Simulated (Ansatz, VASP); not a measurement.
## One calculation of GeSb4Te4, two programs

```xyz
9
Lattice="3.9253 0.0000 0.0000 -1.9626 3.3994 0.0000 0.0000 0.0000 16.3264" Properties=species:S:1:pos:R:3 pbc="T T T"
Ge    0.0000    0.0000    0.0000
Sb    0.0000    2.2663    8.9120
Sb    1.9626    1.1331    7.4144
Sb    1.9626    1.1331   12.8547
Sb    0.0000    2.2663    3.4717
Te    0.0000    2.2663   14.7464
Te    1.9626    1.1331    1.5801
Te    0.0000    0.0000   11.2121
Te    0.0000    0.0000    5.1143
```

Change from the starting cell: strain -0.080 along x and y, -0.040 along z, atoms carried along.

Alike in both runs: task single point; functional PBEsol; k mesh 12 × 12 × 4; occupations gaussian, width 0.15 eV; no spin polarisation.

|  | VASP | Ansatz |
| --- | --- | --- |
| version | VASP 6.6.1 | Ansatz 0.2.0 |
| potentials or method | VASP PAW PBE potentials, release 64 (Ge_d, Sb, Te), cutoff 520 eV | scalar-relativistic, plane waves, PAW |
| valence electrons in the cell | 58 | 138 |

|  | VASP | Ansatz | Ansatz less VASP |
| --- | --- | --- | --- |
| gap on the k mesh at the Fermi level (eV) | none | none | - |
| pressure (GPa) | 18.7 | 18.3 | -0.42 |
| traceless stress, the component that is largest in VASP (GPa) | -0.04 | -0.08 | -0.039 |
| rms of the force components (eV/Å) | 0.685 | 0.630 | -0.0545 |

VASP's potentials were made for PBE, not for PBEsol. Atom by atom the forces differ by 0.056 eV/Å (rms over components). A gap of «none» marks a metal or a gap that the smearing closes. VASP's potentials hold 58 valence electrons a cell and Ansatz's 138, so a difference there can come from the potentials and not from the codes.

Spin-orbit coupling is off throughout.
